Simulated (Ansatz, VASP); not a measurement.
**One calculation of TlAgF5, two programs**

The input INCAR:

```
PREC     = Accurate       # precision mode
ENCUT    = 520            # plane-wave cutoff, eV
EDIFF    = 1E-6           # SCF threshold, eV
ISMEAR   = 0              # smearing method
SIGMA    = 0.1            # smearing width, eV
LREAL    = False          # projectors in reciprocal space
LASPH    = True           # aspherical terms in the spheres
NELM     = 150            # most SCF steps
ALGO     = Normal         # electronic algorithm
ISIF     = 2              # what is computed and relaxed
LWAVE    = False          # write WAVECAR
LCHARG   = False          # write CHGCAR
ISPIN    = 2              # spin polarisation
MAGMOM   = 0 1 0 0 0 0 0  # initial moments
LORBIT   = 11             # projections on sites
LMAXMIX  = 4              # l up to which the mixer works
GGA      = PE             # functional
NBANDS   = 42             # bands
```

File KPOINTS:

```
regular mesh
0
Gamma
  4 4 4
```

The input POSCAR:

```
TlAgF5
1.0
    3.9213905900      0.0000000000      0.0000000000
    0.0000000000      3.9213905900      0.0000000000
    0.0000000000      0.0000000000      6.9215876200
Tl Ag F
1 1 5
Direct
    0.0000000000      0.0000000000      0.5000000000
    0.5000000000      0.5000000000      0.0000000000
    0.0000000000      0.0000000000      0.0000000000
    0.5000000000      0.0000000000      0.6995300100
    0.0000000000      0.5000000000      0.6995300100
    0.5000000000      0.0000000000      0.3004699900
    0.0000000000      0.5000000000      0.3004699900
```

Input for Ansatz:

```yaml
crystal:
  lattice:
    - [3.92139059, 0.0, 0.0]
    - [0.0, 3.92139059, 0.0]
    - [0.0, 0.0, 6.92158762]
  atoms:
    - { symbol: Tl, position: [0.0, 0.0, 0.5] }
    - { symbol: Ag, position: [0.5, 0.5, 0.0], spin: 1.0 }
    - { symbol: F, position: [0.0, 0.0, 0.0] }
    - { symbol: F, position: [0.5, 0.0, 0.69953001] }
    - { symbol: F, position: [0.0, 0.5, 0.69953001] }
    - { symbol: F, position: [0.5, 0.0, 0.30046999] }
    - { symbol: F, position: [0.0, 0.5, 0.30046999] }
basis:
  ecutwfc: 420
kpoints:
  mp_grid: { grid: [4, 4, 4] }
hamiltonian:
  xc: pbe
scf:
  occupations: { method: gaussian, width: 0.1 }
  lower_state_search: "off"
output:
  forces: true
  stress: true
  eigenvalues: true
  populations: true
magnetization:
  spin_polarized: true
```

Change from the starting cell: species swapped into the AgPPd5 type (P4/mmm, No. 123).

Alike in both runs: task single point; functional PBE; k mesh 4 × 4 × 4; occupations gaussian, width 0.1 eV; collinear spin.

```csv
,VASP,Ansatz
version,VASP 6.6.1,Ansatz 0.2.0
potentials or method,"VASP PAW PBE potentials, release 64 (Tl_d, Ag, F), cutoff 520 eV","scalar-relativistic, plane waves, PAW"
valence electrons in the cell,59,67
```

```csv
,VASP,Ansatz,Ansatz less VASP
gap on the k mesh at the Fermi level (eV),none,none,-
pressure (GPa),-8.9,-8.7,+0.19
"traceless stress, the component that is largest in VASP (GPa)",-0.81,-0.77,+0.041
rms of the force components (eV/Å),0.201,0.207,+0.0056
net moment per atom (μB),0.14,0.14,0.000
size of the moment on the site where the two differ most (μB),0.38,0.43,+0.041
```

Site moments also hang on the region over which each program counts them. Atom by atom the forces differ by 0.006 eV/Å (rms over components). A gap of «none» marks a metal or a gap that the smearing closes. With one functional, cell and mesh, what is left measures potentials, basis and numerics. VASP's potentials hold 59 valence electrons a cell and Ansatz's 67, so a difference there can come from the potentials and not from the codes.

The k mesh is coarse, so the values compare programs but aren't converged. Neither program's run includes spin-orbit coupling.
